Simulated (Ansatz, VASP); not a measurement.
# Sb in VASP and in Ansatz

INCAR

```
ALGO = Normal ; EDIFF = 1E-6
ENCUT = 520 ; GGA = CA
ISIF = 2 ; ISMEAR = -1
LASPH = T ; LCHARG = F
LREAL = F ; LWAVE = F
NBANDS = 12 ; NELM = 80
PREC = Accurate ; SIGMA = 0.05
```

KPOINTS

```
k-points
0
Gamma
  9 9 5
```

The input POSCAR:

```
Sb
1.0
    3.3767485125      0.0000000000      0.0000000000
   -1.6883742563      2.9243499940      0.0000000000
    0.0000000000      0.0000000000      5.5063879352
Sb
2
Direct
    0.6666666667      0.3333333333      0.7500000000
    0.3333333333      0.6666666667      0.2500000000
```

File input.yaml:

```yaml
crystal:
  lattice:
    - [3.3767485125, 0.0, 0.0]
    - [-1.6883742563, 2.924349994, 0.0]
    - [0.0, 0.0, 5.5063879352]
  atoms:
    - { symbol: Sb, position: [0.6666666667, 0.3333333333, 0.75] }
    - { symbol: Sb, position: [0.3333333333, 0.6666666667, 0.25] }
kpoints:
  mp_grid: { grid: [9, 9, 5] }
scf:
  occupations: { method: fermi_dirac, width: 0.05 }
hamiltonian:
  xc: lda
  pseudopotentials: { kind: all_electron, lapw: { basis_error: 0.001 } }
output:
  forces: true
  stress: true
  eigenvalues: true
```

Change from the starting cell: volume scaled by 1.02.

Alike in both runs: task single point; functional LDA; k mesh 9 × 9 × 5; occupations fermi-dirac, width 0.05 eV; no spin polarisation.

|  | VASP | Ansatz |
| --- | --- | --- |
| version | VASP 6.6.1 | Ansatz 0.2.0 |
| potentials or method | VASP PAW LDA potentials, release 64 (Sb), cutoff 520 eV | all-electron LAPW, scalar-relativistic |

|  | VASP | Ansatz | Ansatz less VASP |
| --- | --- | --- | --- |
| gap on the k mesh at the Fermi level (eV) | none | none | - |
| pressure (GPa) | -3.8 | -3.8 | -0.02 |
| traceless stress, the component that is largest in VASP (GPa) | -0.26 | -0.27 | -0.006 |

LDA's correlation is that of Perdew and Zunger in VASP and of Perdew and Wang (1992) in Ansatz. A gap of «none» marks a metal or a gap that the smearing closes. Ansatz ran all-electron here, and VASP with PAW potentials.

Spin-orbit coupling is off throughout.
